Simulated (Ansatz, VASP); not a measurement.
**BN: VASP beside Ansatz**

The input INCAR:

```
PREC = Accurate ; ENCUT = 520
EDIFF = 1E-6 ; ISMEAR = 0
SIGMA = 0.05 ; LREAL = F
LASPH = T ; NELM = 80
ALGO = Normal ; ISIF = 2
LWAVE = F ; LCHARG = F
GGA = PE ; NBANDS = 26
```

The input KPOINTS:

```
regular mesh
0
Gamma
  6 6 10
```

POSCAR

```
BN
1.0
    4.3232000000      0.0000000000      0.0000000000
    0.0000000000      4.3232000000      0.0000000000
    0.0000000000      0.0000000000      2.7021000000
B N
4 4
Direct
    0.1742811368      0.8257188632      0.5000000000
    0.3257188632      0.3257188632      0.0000000000
    0.6742811368      0.6742811368      0.0000000000
    0.8257188632      0.1742811368      0.5000000000
    0.8126115048      0.8126115048      0.5000000000
    0.3126115048      0.6873884952      0.0000000000
    0.6873884952      0.3126115048      0.0000000000
    0.1873884952      0.1873884952      0.5000000000
```

Input for Ansatz:

```yaml
crystal:
  lattice:
    - [4.3232, 0.0, 0.0]
    - [0.0, 4.3232, 0.0]
    - [0.0, 0.0, 2.7021]
  atoms:
    - { symbol: B, position: [0.1742811368, 0.8257188632, 0.5] }
    - { symbol: B, position: [0.3257188632, 0.3257188632, 0.0] }
    - { symbol: B, position: [0.6742811368, 0.6742811368, 0.0] }
    - { symbol: B, position: [0.8257188632, 0.1742811368, 0.5] }
    - { symbol: "N", position: [0.8126115048, 0.8126115048, 0.5] }
    - { symbol: "N", position: [0.3126115048, 0.6873884952, 0.0] }
    - { symbol: "N", position: [0.6873884952, 0.3126115048, 0.0] }
    - { symbol: "N", position: [0.1873884952, 0.1873884952, 0.5] }
basis:
  ecutwfc: 520.0
kpoints:
  mp_grid: { grid: [6, 6, 10] }
hamiltonian:
  xc: pbe
  pseudopotentials: { kind: paw, azcp: { folder: soft_1 } }
scf:
  occupations: { method: gaussian, width: 0.05 }
output:
  forces: true
  stress: true
  eigenvalues: true
```

Alike in both runs: task single point; functional PBE; k mesh 6 × 6 × 10; occupations gaussian, width 0.05 eV; no spin polarisation.

|  | VASP | Ansatz |
| --- | --- | --- |
| version | VASP 6.6.1 | Ansatz 0.2.0 |
| potentials or method | VASP PAW PBE potentials, release 64 (B, N), cutoff 520 eV | scalar-relativistic, plane waves, PAW |
| valence electrons in the cell | 32 | 32 |

```tsv
	VASP	Ansatz	Ansatz less VASP
gap on the k mesh at the Fermi level (eV)	4.71	4.73	+0.012
least direct gap on the mesh (eV)	4.95	4.96	+0.005
pressure (GPa)	-4.2	-4.5	-0.33
traceless stress, the component that is largest in VASP (GPa)	-41.54	-41.28	+0.262
rms of the force components (eV/Å)	0.321	0.308	-0.0130
```

Atom by atom the forces differ by 0.015 eV/Å (rms over components).
